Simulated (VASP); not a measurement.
# Be (Fm-3m) in VASP: a series of runs

Be is run at these levels: LDA; tasks: single point, relaxation of cell and atoms.

All numbers are computed with VASP 6.6.1; they aren't measurements. Logs are shortened: lines on timing, memory, paths and dates and some standing lists are left out, and cuts for length are marked.

### 1 The cell of the first run

It takes space group Fm-3m (No. 225, cubic). The conventional cell has a = 3.107 Å, b = 3.107 Å, c = 3.107 Å, α = 90.00°, β = 90.00°, γ = 90.00°. Be (site symmetry m-3m) has 12 Be at 2.20 Å within 2.9 Å.

This isn't the form of Be at room conditions, which is hcp.

### 2 Single point, LDA

The input, INCAR:

```
  ALGO = Normal
  EDIFF = 1E-6
  ENCUT = 600
  GGA = CA
  GGA_COMPAT = False
  ISIF = 2
  ISMEAR = 0
  LASPH = True
  LCHARG = False
  LREAL = False
  LWAVE = False
  NBANDS = 7
  NELM = 120
  PREC = Accurate
  SIGMA = 0.05
```

The input, KPOINTS:

```
k-points
0
Gamma
  25 25 25
```

The input, POSCAR:

```
Be
1.0
    0.0000000000      1.5534584755      1.5534584755
    1.5534584755      0.0000000000      1.5534584755
    1.5534584755      1.5534584755      0.0000000000
Be
1
Direct
    0.0000000000      0.0000000000      0.0000000000
```

Potentials or basis: VASP PAW LDA potentials, release 64 (Be).

On the command line:

```console
cat potpaw_LDA.64/Be/POTCAR > POTCAR
mpirun -np 1 vasp_std > vasp.out
```

OUTCAR:

```text
EDIFF = 1E-6
   ENCUT = 600
   GGA = CA
   ISIF = 2
   ISMEAR = 0
   LASPH = True
   LREAL = False
   NELM = 120
   PREC = Accurate

 ion  position               nearest neighbor table
   1  0.000  0.000  0.000-

  LATTYP: Found a face centered cubic cell.
 ALAT       =     3.1069169510

  Lattice vectors:

 A1 = (   0.0000000000,   1.5534584755,   1.5534584755)
 A2 = (   1.5534584755,   0.0000000000,   1.5534584755)
 A3 = (   1.5534584755,   1.5534584755,   0.0000000000)

Analysis of symmetry for initial positions (statically):
=====================================================================
 Subroutine PRICEL returns:
 Original cell was already a primitive cell.

 Routine SETGRP: Setting up the symmetry group for a
 face centered cubic supercell.

 Subroutine GETGRP returns: Found 48 space group operations
 (whereof 48 operations were pure point group operations)
 out of a pool of 48 trial point group operations.

The static configuration has the point symmetry O_h .

Analysis of symmetry for dynamics (positions and initial velocities):
=====================================================================
 Subroutine PRICEL returns:
 Original cell was already a primitive cell.

 Routine SETGRP: Setting up the symmetry group for a
 face centered cubic supercell.

 Subroutine GETGRP returns: Found 48 space group operations
 (whereof 48 operations were pure point group operations)
 out of a pool of 48 trial point group operations.

The dynamic configuration has the point symmetry O_h .

 Subroutine INISYM returns: Found 48 space group operations
 (whereof 48 operations are pure point group operations),
 and found     1 'primitive' translations

----------------------------------------------------------------------------------------

                                     Primitive cell

  volume of cell :       7.4977

  direct lattice vectors                    reciprocal lattice vectors
     0.000000000  1.553458476  1.553458476    -0.321862482  0.321862482  0.321862482
     1.553458476  0.000000000  1.553458476     0.321862482 -0.321862482  0.321862482
     1.553458476  1.553458476  0.000000000     0.321862482  0.321862482 -0.321862482

  length of vectors
     2.196922045  2.196922045  2.196922045     0.557482171  0.557482171  0.557482171

  position of ions in fractional coordinates (direct lattice)
     0.000000000  0.000000000  0.000000000

  ion indices of the primitive-cell ions
   primitive index   ion index
                 1           1

----------------------------------------------------------------------------------------

 KPOINTS: k-points

Automatic generation of k-mesh.
 Grid dimensions read from file:
 generate k-points for:   25   25   25

 Generating k-lattice:

  Cartesian coordinates                     Fractional coordinates (reciprocal lattice)
    -0.012874499  0.012874499  0.012874499     0.040000000  0.000000000  0.000000000
     0.012874499 -0.012874499  0.012874499     0.000000000  0.040000000  0.000000000
     0.012874499  0.012874499 -0.012874499     0.000000000  0.000000000  0.040000000

  Length of vectors
     0.022299287  0.022299287  0.022299287

  Shift w.r.t. Gamma in fractional coordinates (k-lattice)
     0.000000000  0.000000000  0.000000000

 Subroutine IBZKPT returns following result:
 ===========================================

 Found    455 irreducible k-points:

 Following reciprocal coordinates:
            Coordinates               Weight
  0.000000  0.000000  0.000000      1.000000
  0.040000  0.000000  0.000000      8.000000
  0.080000  0.000000  0.000000      8.000000
  0.120000  0.000000  0.000000      8.000000
  0.160000  0.000000  0.000000      8.000000
  0.200000  0.000000  0.000000      8.000000
[... 16 lines left out ...]
  0.400000  0.040000  0.000000     24.000000
  0.440000  0.040000  0.000000     24.000000
 [... further k-points ...]
   k-points           NKPTS =    455   k-points in BZ     NKDIM =    455   number of bands    NBANDS=      7
   number of dos      NEDOS =    301   number of ions     NIONS =      1
   total plane-waves  NPLWV =   5832
   dimension x,y,z NGX =    18 NGY =   18 NGZ =   18
   dimension x,y,z NGXF=    36 NGYF=   36 NGZF=   36
   ions per type =               1
   NGX,Y,Z   is equivalent  to a cutoff of  13.62, 13.62, 13.62 a.u.
   NGXF,Y,Z  is equivalent  to a cutoff of  27.24, 27.24, 27.24 a.u.
 SYSTEM =  unknown system
   PREC   = accura    normal or accurate (medium, high low for compatibility)
   ISTART =      0    job   : 0-new  1-cont  2-samecut
   ICHARG =      2    charge: 1-file 2-atom 10-const
   ISPIN  =      1    spin polarized calculation?
   LNONCOLLINEAR =      F non collinear calculations
   LSORBIT =      F    spin-orbit coupling
   LASPH  =      T    aspherical Exc in radial PAW
   ENCUT  =  600.0 eV  44.10 Ry    6.64 a.u.   4.39  4.39  4.39*2*pi/ulx,y,z
   NELM   =    120;   NELMIN=  2; NELMDL= -5     # of ELM steps
   EDIFF  = 0.1E-05   stopping-criterion for ELM
   LREAL  =      F    real-space projection
   EDIFFG = 0.1E-04   stopping-criterion for IOM
   NSW    =      0    number of steps for IOM
   IBRION =     -1    ionic relax: 0-MD 1-quasi-New 2-CG
   NFREE  =      0    steps in history (QN), initial steepest desc. (CG)
   ISIF   =      2    stress and relaxation
   ISYM   =      2    0-nonsym 1-usesym 2-fastsym
   POTIM  = 0.5000    time-step for ionic-motion
   TEBEG  =    0.0;   TEEND  =   0.0 temperature during run
   PSTRESS=    0.0 pullay stress
   NELECT =       2.0000    total number of electrons
   NUPDOWN=      -1.0000    fix difference up-down
   EMIN   =  10.00;   EMAX   =-10.00  energy-range for DOS
   EFERMI =   0.00;   METHOD = LEGACY
   ISMEAR =     0;   SIGMA  =   0.05  broadening in eV -4-tet -1-fermi 0-gaus
   EFERMI_NEDOS =   21; number of points for ismear=-14 and -15
   IALGO  =     38    algorithm
   IMIX   =      4    mixing-type and parameters
     AMIX     =   0.40;   BMIX     =  1.00
     AMIX_MAG =   1.60;   BMIX_MAG =  1.00
  volume/ion in A,a.u.               =       7.50        50.60
  Fermi-wavevector in a.u.,A,eV,Ry     =   1.053841  1.991471 15.110376  1.110581
  Thomas-Fermi vector in A             =   2.188978
   LORBIT       =      0    0 simple, 1 ext, 2 COOP (PROOUT), +10 PAW based schemes
   GGA     = CA    functional components
   LHFCALC =     F    Hartree Fock is set to
   AEXX    =    0.0000 exact exchange contribution
   IVDW    =     0    specifies the selected vdW correction
   LEPSILON=     F    determine dielectric tensor
   LRPA    =     F    only Hartree local field effects (RPA)
 non-spin polarized calculation
 Gauss-broadening in eV      SIGMA  =   0.05
  energy-cutoff  :      600.00
  volume of cell :        7.50
 maximum number of plane-waves:       265
 NGX is ok and might be reduce to    18
   NGX =  9   NGY =  9   NGZ =  9

 number of electron       2.0000000 magnetization

 Free energy of the ion-electron system (eV)
  ---------------------------------------------------
  ext. energy  EPLUGINS =         0.00000000
  ---------------------------------------------------
  free energy    TOTEN  =        -4.13330939 eV

  energy without entropy =       -4.13310483  energy(sigma->0) =       -4.13320711

 E-fermi :   7.8032     XC(G=0): -10.8015

 val. band max:        7.7957510651   @ k =  -0.2800   0.4400   0.2000
 cond. band min:       7.8483418800   @ k =  -0.2800   0.4800   0.2000
 fundamental gap:      0.0525908149
 Fermi energy:         7.8031813768

 k-point     1 :       0.0000    0.0000    0.0000
  band No.  band energies     occupation
      1      -4.2851      2.00000
      2      27.5884      0.00000
      3      27.5884      0.00000
      4      27.5884      0.00000
      5      37.7950      0.00000
      6      37.7950      0.00000
      7      37.7950      0.00000

 k-point     2 :       0.0400    0.0000    0.0000
  band No.  band energies     occupation
      1      -4.2321      2.00000
      2      27.1591      0.00000
      3      27.4947      0.00000
      4      27.4947      0.00000
      5      36.9861      0.00000
      6      37.9773      0.00000
      7      37.9773      0.00000

 k-point     3 :       0.0800    0.0000    0.0000
  band No.  band energies     occupation
      1      -4.0730      2.00000
      2      25.9436      0.00000
      3      27.2380      0.00000
      4      27.2380      0.00000
      5      36.1758      0.00000
      6      38.4748      0.00000
      7      38.4748      0.00000

 k-point     4 :       0.1200    0.0000    0.0000
  band No.  band energies     occupation
      1      -3.8079      2.00000
      2      24.1668      0.00000
      3      26.8755      0.00000
      4      26.8755      0.00000
      5      35.9091      0.00000
      6      39.1283      0.00000
      7      39.1283      0.00000

 k-point     5 :       0.1600    0.0000    0.0000
  band No.  band energies     occupation
      1      -3.4369      2.00000
      2      22.0961      0.00000
      3      26.4673      0.00000
      4      26.4673      0.00000
      5      36.0686      0.00000
      6      39.6043      0.00000
      7      39.6043      0.00000
[... 161 lines left out ...]
 k-point    22 :       0.3600    0.0400    0.0000
  band No.  band energies     occupation
      1      -0.3245      2.00000
      2      12.4618      0.00000
      3      24.2294      0.00000
      4      25.3375      0.00000
      5      34.4132      0.00000
      6      37.2174      0.00000
      7      39.1439      0.00000

 k-point    23 :       0.4000    0.0400    0.0000
  band No.  band energies     occupation
      1       0.5490      2.00000
      2      10.7601      0.00000
      3      24.1654      0.00000
      4      25.0274      0.00000
      5      33.9049      0.00000
      6      36.4407      0.00000
      7      38.8397      0.00000

 k-point    24 :       0.4400    0.0400    0.0000
  band No.  band energies     occupation
      1       1.4029      2.00000
      2       9.3210      0.00000
      3      24.1810      0.00000
      4      24.7499      0.00000
      5      33.5833      0.00000
      6      35.8227      0.00000
      7      38.5351      0.00000

 [... further k-points ...]

------------------------ aborting loop because EDIFF is reached ----------------------------------------

  FORCE on cell =-STRESS in cart. coord.  units (eV):
  Direction    XX          YY          ZZ          XY          YZ          ZX
  --------------------------------------------------------------------------------------
  -------------------------------------------------------------------------------------
  Total        0.0210345      0.0210345      0.0210345      0.0000000     -0.0000000      0.0000000
  in kB        4.4948310      4.4948310      4.4948310      0.0000000     -0.0000000      0.0000000
  external PRESSURE =       4.4948310 kB  Pullay stress =       0.0000000 kB

 VOLUME and BASIS-vectors are now :
 -----------------------------------------------------------------------------
  energy-cutoff  :      600.00
  volume of cell :        7.50
      direct lattice vectors                 reciprocal lattice vectors
     0.000000000  1.553458476  1.553458476    -0.321862482  0.321862482  0.321862482
     1.553458476  0.000000000  1.553458476     0.321862482 -0.321862482  0.321862482
     1.553458476  1.553458476  0.000000000     0.321862482  0.321862482 -0.321862482

 POSITION                                       TOTAL-FORCE (eV/Angst)
 -----------------------------------------------------------------------------------
      0.00000      0.00000      0.00000        -0.000000     -0.000000     -0.000000
 -----------------------------------------------------------------------------------
    total drift:                                0.000000     -0.000000     -0.000000

  FREE ENERGIE OF THE ION-ELECTRON SYSTEM (eV)
  ---------------------------------------------------
  free  energy   TOTEN  =        -4.1333093927 eV

  energy  without entropy=       -4.1331048347  energy(sigma->0) =       -4.13320711
```

It took 27 s on 1 thread of Intel Xeon 8259CL, shared host; peak memory 0.13 GiB.

What came out:

* Free energy: -4.1333 eV
* Pressure: 0.4 GPa
* Band gap on the k mesh: zero (bands 1 and 2 overlap by 0.84 eV)

Levels at points of the mesh, in eV from the Fermi level:
| k point | band 1 | band 2 | band 3 | band 4 |
| --- | --- | --- | --- | --- |
| (0.00, 0.00, 0.00) | -12.09 | 19.79 | 19.79 | 19.79 |

### 3 Relaxation of cell and atoms, LDA

This run uses another cell than the first one, of 8.12 Å³/atom.

The input, INCAR:

```
PREC = Accurate
ENCUT = 600
EDIFF = 1E-7
ISMEAR = 0
SIGMA = 0.05
LREAL = False
LASPH = True
NELM = 120
ALGO = Normal
ISIF = 3
LWAVE = False
LCHARG = False
GGA = CA
IBRION = 2
NSW = 50
EDIFFG = -0.01
GGA_COMPAT = False
NELMIN = 4
```

The input, KPOINTS:

```
regular mesh
0
Gamma
  25 25 25
```

The input, POSCAR:

```
Be
1.0
    0.0000000000      1.5950000000      1.5950000000
    1.5950000000      0.0000000000      1.5950000000
    1.5950000000      1.5950000000      0.0000000000
Be
1
Direct
    0.0000000000      0.0000000000      0.0000000000
```

Potentials or basis: VASP PAW LDA potentials, release 64 (Be).

On the command line:

```console
cat potpaw_LDA.64/Be/POTCAR > POTCAR
mpirun -np 1 vasp_std > vasp.out
```

It took 36 s on 1 thread of Intel Xeon 8259CL, shared host; peak memory 0.13 GiB.

It converged, with:

| Quantity | Value |
| --- | --- |
| Free energy | -4.1334 eV |
| Relaxed volume | 7.53 Å³/atom |
| Relaxed cell | a = 2.200 Å, b = 2.200 Å, c = 2.200 Å, α = 60.00°, β = 60.00°, γ = 60.00° |
| Space group after relaxing (to 0.1 Å) | Fm-3m (No. 225) |
| Energy gained by relaxing | 17.1 meV/atom |
| Ionic steps | 3 |
| Pressure after relaxing | -0.1 GPa |
| Band gap on the k mesh | zero (bands 1 and 2 overlap by 0.83 eV) |

Step by step:
| step | energy change (eV) | largest force (eV/Å) | pressure (GPa) | volume (Å³) |
| --- | --- | --- | --- | --- |
| 1 | 0.0000 | 0.0000 | -8.64 | 8.12 |
| 2 | -0.0167 | 0.0000 | -1.53 | 7.61 |
| 3 | -0.0171 | 0.0000 | -0.09 | 7.53 |

Final structure:
```
Be
1.0
     0.00000    1.55554    1.55554
     1.55554    0.00000    1.55554
     1.55554    1.55554    0.00000
Be
1
Direct
  0.00000 0.00000 0.00000
```

Levels at points of the mesh, in eV from the Fermi level:
| k point | band 1 | band 2 | band 3 | band 4 |
| --- | --- | --- | --- | --- |
| (0.00, 0.00, 0.00) | -12.07 | 19.72 | 19.72 | 19.72 |

The gap in the log of VASP goes by the Fermi energy; the results here count the filled bands.